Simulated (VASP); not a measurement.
# La3N (Pm-3m) in VASP: single point with PBE

Aim: the single point of La3N with PBE.

Everything below comes from runs of VASP 6.6.1. Logs are shortened: lines on timing, memory, paths and dates and some standing lists are left out, and cuts for length are marked.

## (1) The cell of the first run

Symmetry: Pm-3m, No. 221, cubic system. Conventional cell: a = 4.547 Å, b = 4.547 Å, c = 4.547 Å, α = 90.00°, β = 90.00°, γ = 90.00°. La (site symmetry 4/mmm) has 8 La at 3.22 Å and 4 N at 3.22 Å within 4.2 Å. N (site symmetry m-3m) has 12 La at 3.22 Å within 4.2 Å.

## (2) Single point, PBE

POSCAR reads:

```
La3N
1.0
    4.5474424143      0.0000000000      0.0000000000
    0.0000000000      4.5474424143      0.0000000000
    0.0000000000      0.0000000000      4.5474424143
La N
3 1
Direct
    0.0000000000      0.5000000000      0.5000000000
    0.5000000000      0.0000000000      0.5000000000
    0.5000000000      0.5000000000      0.0000000000
    0.0000000000      0.0000000000      0.0000000000
```

INCAR.step1 reads:

```
SYSTEM = La3N
  PREC = Accurate
  ENCUT = 520
  EDIFF = 1E-6
  ISMEAR = 0
  SIGMA = 0.1
  LREAL = .False.
  LASPH = .True.
  NELM = 60
  ALGO = Normal
  ISIF = 2
  LWAVE = .False.
  LCHARG = .True.
  LMAXMIX = 6
  GGA = PE
  NBANDS = 27
```

KPOINTS.step1 reads:

```
regular mesh
0
Gamma
  10 10 10
  0 0 0
```

INCAR.step2 reads:

```
SYSTEM = La3N
  PREC = Accurate
  ENCUT = 520
  EDIFF = 1E-6
  ISMEAR = -5
  SIGMA = 0.1
  LREAL = .False.
  LASPH = .True.
  NELM = 60
  ALGO = Normal
  ISIF = 2
  LWAVE = .False.
  LCHARG = .False.
  LMAXMIX = 6
  GGA = PE
  LORBIT = 11
  NEDOS = 1001
  ICHARG = 11
```

KPOINTS.step2 reads:

```
regular mesh
0
Gamma
  15 15 15
  0 0 0
```

Potentials or basis: VASP PAW PBE potentials, release 64 (La, N).

On the command line:

```sh
cat potpaw_PBE.64/La/POTCAR potpaw_PBE.64/N/POTCAR > POTCAR
cp INCAR.step1 INCAR
cp KPOINTS.step1 KPOINTS
mpirun -np 1 vasp_std > vasp.out
cp INCAR.step2 INCAR
cp KPOINTS.step2 KPOINTS
mpirun -np 1 vasp_std > vasp.out
```

OUTCAR:

```text
SYSTEM = La3N
   PREC = Accurate
   ENCUT = 520
   EDIFF = 1E-6
   ISMEAR = -5
   LREAL = .False.
   LASPH = .True.
   NELM = 60
   ISIF = 2
   GGA = PE
   LORBIT = 11
   ICHARG = 11

 ion  position               nearest neighbor table
   1  0.000  0.500  0.500-   2 3.22   3 3.22   3 3.22   2 3.22   2 3.22   3 3.22   3 3.22   2 3.22

   2  0.500  0.000  0.500-   1 3.22   3 3.22   3 3.22   1 3.22   3 3.22   3 3.22   1 3.22   1 3.22

   3  0.500  0.500  0.000-   1 3.22   2 3.22   1 3.22   2 3.22   2 3.22   2 3.22   1 3.22   1 3.22

   4  0.000  0.000  0.000-

  LATTYP: Found a simple cubic cell.
 ALAT       =     4.5474424143

  Lattice vectors:

 A1 = (   4.5474424143,   0.0000000000,   0.0000000000)
 A2 = (   0.0000000000,   4.5474424143,   0.0000000000)
 A3 = (   0.0000000000,   0.0000000000,   4.5474424143)

Analysis of symmetry for initial positions (statically):
=====================================================================
 Subroutine PRICEL returns:
 Original cell was already a primitive cell.

 Routine SETGRP: Setting up the symmetry group for a
 simple cubic supercell.

 Subroutine GETGRP returns: Found 48 space group operations
 (whereof 48 operations were pure point group operations)
 out of a pool of 48 trial point group operations.

The static configuration has the point symmetry O_h .

Analysis of symmetry for dynamics (positions and initial velocities):
=====================================================================
 Subroutine PRICEL returns:
 Original cell was already a primitive cell.

 Routine SETGRP: Setting up the symmetry group for a
 simple cubic supercell.

 Subroutine GETGRP returns: Found 48 space group operations
 (whereof 48 operations were pure point group operations)
 out of a pool of 48 trial point group operations.

The dynamic configuration has the point symmetry O_h .

 Subroutine INISYM returns: Found 48 space group operations
 (whereof 48 operations are pure point group operations),
 and found     1 'primitive' translations

----------------------------------------------------------------------------------------

                                     Primitive cell

  volume of cell :      94.0376

  direct lattice vectors                    reciprocal lattice vectors
     4.547442414  0.000000000  0.000000000     0.219903829  0.000000000  0.000000000
     0.000000000  4.547442414  0.000000000     0.000000000  0.219903829  0.000000000
     0.000000000  0.000000000  4.547442414     0.000000000  0.000000000  0.219903829

  length of vectors
     4.547442414  4.547442414  4.547442414     0.219903829  0.219903829  0.219903829

  position of ions in fractional coordinates (direct lattice)
     0.000000000  0.500000000  0.500000000
     0.500000000  0.000000000  0.500000000
     0.500000000  0.500000000  0.000000000
     0.000000000  0.000000000  0.000000000

  ion indices of the primitive-cell ions
   primitive index   ion index
                 1           1
                 2           2
                 3           3
                 4           4

----------------------------------------------------------------------------------------

 KPOINTS: regular mesh

Automatic generation of k-mesh.
 Grid dimensions read from file:
 generate k-points for:   15   15   15

 Generating k-lattice:

  Cartesian coordinates                     Fractional coordinates (reciprocal lattice)
     0.014660255  0.000000000  0.000000000     0.066666667  0.000000000  0.000000000
     0.000000000  0.014660255  0.000000000     0.000000000  0.066666667  0.000000000
     0.000000000  0.000000000  0.014660255     0.000000000  0.000000000  0.066666667

  Length of vectors
     0.014660255  0.014660255  0.014660255

  Shift w.r.t. Gamma in fractional coordinates (k-lattice)
     0.000000000  0.000000000  0.000000000

 TETIRR: Found   1667 inequivalent tetrahedra from    20250

 Subroutine IBZKPT returns following result:
 ===========================================

 Found    120 irreducible k-points:

 Following reciprocal coordinates:
            Coordinates               Weight
  0.000000  0.000000  0.000000      1.000000
  0.066667  0.000000  0.000000      6.000000
  0.133333  0.000000  0.000000      6.000000
  0.200000  0.000000  0.000000      6.000000
  0.266667  0.000000  0.000000      6.000000
  0.333333  0.000000  0.000000      6.000000
[... 16 lines left out ...]
  0.266667  0.200000  0.000000     24.000000
  0.333333  0.200000  0.000000     24.000000
 [... further k-points ...]
   k-points           NKPTS =    120   k-points in BZ     NKDIM =    120   number of bands    NBANDS=     23
   number of dos      NEDOS =   1001   number of ions     NIONS =      4
   total plane-waves  NPLWV =  46656
   dimension x,y,z NGX =    36 NGY =   36 NGZ =   36
   dimension x,y,z NGXF=    72 NGYF=   72 NGZF=   72
   ions per type =               3   1
   NGX,Y,Z   is equivalent  to a cutoff of  13.16, 13.16, 13.16 a.u.
   NGXF,Y,Z  is equivalent  to a cutoff of  26.32, 26.32, 26.32 a.u.
 SYSTEM =  La3N
   PREC   = accura    normal or accurate (medium, high low for compatibility)
   ISTART =      0    job   : 0-new  1-cont  2-samecut
   ICHARG =     11    charge: 1-file 2-atom 10-const
   ISPIN  =      1    spin polarized calculation?
   LNONCOLLINEAR =      F non collinear calculations
   LSORBIT =      F    spin-orbit coupling
   LASPH  =      T    aspherical Exc in radial PAW
   ENCUT  =  520.0 eV  38.22 Ry    6.18 a.u.   8.46  8.46  8.46*2*pi/ulx,y,z
   NELM   =     60;   NELMIN=  2; NELMDL=  0     # of ELM steps
   EDIFF  = 0.1E-05   stopping-criterion for ELM
   LREAL  =      F    real-space projection
[... 7 lines left out ...]
   TEBEG  =    0.0;   TEEND  =   0.0 temperature during run
   PSTRESS=    0.0 pullay stress
   NELECT =      38.0000    total number of electrons
   NUPDOWN=      -1.0000    fix difference up-down
   EMIN   =  10.00;   EMAX   =-10.00  energy-range for DOS
   EFERMI =   0.00;   METHOD = LEGACY
   ISMEAR =    -5;   SIGMA  =   0.10  broadening in eV -4-tet -1-fermi 0-gaus
   EFERMI_NEDOS =   21; number of points for ismear=-14 and -15
   IALGO  =     38    algorithm
   IMIX   =      4    mixing-type and parameters
     AMIX     =   0.40;   BMIX     =  1.00
     AMIX_MAG =   1.60;   BMIX_MAG =  1.00
  volume/ion in A,a.u.               =      23.51       158.65
  Fermi-wavevector in a.u.,A,eV,Ry     =   1.210325  2.287183 19.931006  1.464888
  Thomas-Fermi vector in A             =   2.345876
   LORBIT       =     11    0 simple, 1 ext, 2 COOP (PROOUT), +10 PAW based schemes
   GGA     = PE    functional components
   LHFCALC =     F    Hartree Fock is set to
   AEXX    =    0.0000 exact exchange contribution
   IVDW    =     0    specifies the selected vdW correction
   LEPSILON=     F    determine dielectric tensor
   LRPA    =     F    only Hartree local field effects (RPA)
 non-spin polarized calculation
 Fermi weights with tetrahedron method with Bloechl corrections
  energy-cutoff  :      520.00
  volume of cell :       94.04
 maximum number of plane-waves:      2550
 NGX is ok and might be reduce to    36

 number of electron      37.9999998 magnetization

 Free energy of the ion-electron system (eV)
  ---------------------------------------------------
  ext. energy  EPLUGINS =         0.00000000
  ---------------------------------------------------
  free energy    TOTEN  =       -21.11172640 eV

  energy without entropy =      -21.11172640  energy(sigma->0) =      -21.11172640

 E-fermi :  10.1230     XC(G=0): -10.6936

 val. band max:       10.1647538821   @ k =   0.4000   0.3333   0.0000
 cond. band min:      10.0832957117   @ k =   0.4667   0.4667   0.4000
 fundamental gap:     -0.0814581704
 Fermi energy:        10.1230482660

 k-point     1 :       0.0000    0.0000    0.0000
  band No.  band energies     occupation
      1     -23.0299      2.00000
      2     -22.0420      2.00000
      3     -22.0420      2.00000
      4      -7.7897      2.00000
      5      -7.7897      2.00000
      6      -7.7897      2.00000
[... 15 lines left out ...]
     22       8.7064      2.00000
     23      10.0153      1.08512

 k-point     2 :       0.0667    0.0000    0.0000
  band No.  band energies     occupation
      1     -23.0211      2.00000
      2     -22.0525      2.00000
      3     -22.0417      2.00000
      4      -7.7747      2.00000
      5      -7.7747      2.00000
      6      -7.7673      2.00000
[... 15 lines left out ...]
     22       8.8952      2.00000
     23      10.1699      0.05412

 k-point     3 :       0.1333    0.0000    0.0000
  band No.  band energies     occupation
      1     -22.9953      2.00000
      2     -22.0833      2.00000
      3     -22.0409      2.00000
      4      -7.7308      2.00000
      5      -7.7308      2.00000
      6      -7.7005      2.00000
[... 15 lines left out ...]
     22       9.1520      2.00000
     23      10.5469      0.00000

 k-point     4 :       0.2000    0.0000    0.0000
  band No.  band energies     occupation
      1     -22.9537      2.00000
      2     -22.1321      2.00000
      3     -22.0396      2.00000
      4      -7.6608      2.00000
      5      -7.6608      2.00000
      6      -7.5906      2.00000
[... 15 lines left out ...]
     22       9.4668      2.00557
     23      11.0258      0.00000

 k-point     5 :       0.2667    0.0000    0.0000
  band No.  band energies     occupation
      1     -22.8990      2.00000
      2     -22.1951      2.00000
      3     -22.0382      2.00000
      4      -7.5707      2.00000
      5      -7.5707      2.00000
      6      -7.4399      2.00000
[... 15 lines left out ...]
     22       9.8478      1.92031
     23      11.2491      0.00000

 k-point     6 :       0.3333    0.0000    0.0000
  band No.  band energies     occupation
      1     -22.8356      2.00000
      2     -22.2664      2.00000
      3     -22.0369      2.00000
      4      -7.4705      2.00000
      5      -7.4705      2.00000
      6      -7.2524      2.00000
[... 15 lines left out ...]
     22      10.2787      0.02094
     23      11.1430      0.00000

 k-point     7 :       0.4000    0.0000    0.0000
  band No.  band energies     occupation
      1     -22.7723      2.00000
      2     -22.3359      2.00000
      3     -22.0358      2.00000
      4      -7.3777      2.00000
      5      -7.3777      2.00000
      6      -7.0355      2.00000
[... 353 lines left out ...]
     22      11.0960      0.00000
     23      11.2812      0.00000

 k-point    21 :       0.4667    0.1333    0.0000
  band No.  band energies     occupation
      1     -22.6984      2.00000
      2     -22.3825      2.00000
      3     -22.0657      2.00000
      4      -7.4164      2.00000
      5      -7.2467      2.00000
      6      -7.0079      2.00000
[... 15 lines left out ...]
     22      11.0615      0.00000
     23      11.4065      0.00000

 k-point    22 :       0.2000    0.2000    0.0000
  band No.  band energies     occupation
      1     -22.8818      2.00000
      2     -22.1631      2.00000
      3     -22.0878      2.00000
      4      -7.7836      2.00000
      5      -7.5270      2.00000
      6      -7.1996      2.00000
[... 15 lines left out ...]
     22      10.4831     -0.02668
     23      11.4189      0.00000

 k-point    23 :       0.2667    0.2000    0.0000
  band No.  band energies     occupation
      1     -22.8300      2.00000
      2     -22.2089      2.00000
      3     -22.0981      2.00000
      4      -7.7585      2.00000
      5      -7.4324      2.00000
      6      -7.0364      2.00000
[... 15 lines left out ...]
     22      10.9633     -0.02180
     23      11.4409      0.00000

 k-point    24 :       0.3333    0.2000    0.0000
  band No.  band energies     occupation
      1     -22.7697      2.00000
      2     -22.2701      2.00000
      3     -22.1014      2.00000
      4      -7.6958      2.00000
      5      -7.3257      2.00000
      6      -6.9352      2.00000
[... 15 lines left out ...]
     22      11.3876      0.00000
     23      11.4518      0.00000

 [... further k-points ...]
[... 5 lines left out ...]
  --------------------------------------------------------------------------------------
  -------------------------------------------------------------------------------------
  Total       -0.0963597     -0.0963597     -0.0963597      0.0000000     -0.0000000      0.0000000
  in kB       -1.6417408     -1.6417408     -1.6417408      0.0000000     -0.0000000      0.0000000
  external PRESSURE =      -1.6417408 kB  Pullay stress =       0.0000000 kB

 VOLUME and BASIS-vectors are now :
 -----------------------------------------------------------------------------
  energy-cutoff  :      520.00
  volume of cell :       94.04
      direct lattice vectors                 reciprocal lattice vectors
     4.547442414  0.000000000  0.000000000     0.219903829  0.000000000  0.000000000
     0.000000000  4.547442414  0.000000000     0.000000000  0.219903829  0.000000000
     0.000000000  0.000000000  4.547442414     0.000000000  0.000000000  0.219903829

 POSITION                                       TOTAL-FORCE (eV/Angst)
 -----------------------------------------------------------------------------------
      0.00000      2.27372      2.27372         0.000000      0.000000      0.000000
      2.27372      0.00000      2.27372         0.000000      0.000000      0.000000
      2.27372      2.27372      0.00000         0.000000      0.000000      0.000000
      0.00000      0.00000      0.00000         0.000000      0.000000      0.000000
 -----------------------------------------------------------------------------------
    total drift:                                0.000000      0.000000      0.000000

  FREE ENERGIE OF THE ION-ELECTRON SYSTEM (eV)
  ---------------------------------------------------
  free  energy   TOTEN  =       -21.1117263976 eV

  energy  without entropy=      -21.1117263976  energy(sigma->0) =      -21.11172640

 total charge

# of ion       s       p       d       f       tot
--------------------------------------------------
    1        2.036   5.523   1.179   0.184   8.922
    2        2.036   5.523   1.179   0.184   8.922
    3        2.036   5.523   1.179   0.184   8.922
    4        1.272   2.117   0.000   0.000   3.389
--------------------------------------------------
tot          7.380  18.684   3.536   0.553  30.154
```

Wall time 21 min (1 thread of Intel Xeon 8259CL, shared host); peak memory 0.4 GiB.

Results:

```
Valence electrons inside the program's atomic spheres : La 8.92; N 3.39
```

Caveat: the highest band is partly filled, so the run has too few bands; spin-orbit coupling is left out, which moves the levels of the heavy elements.
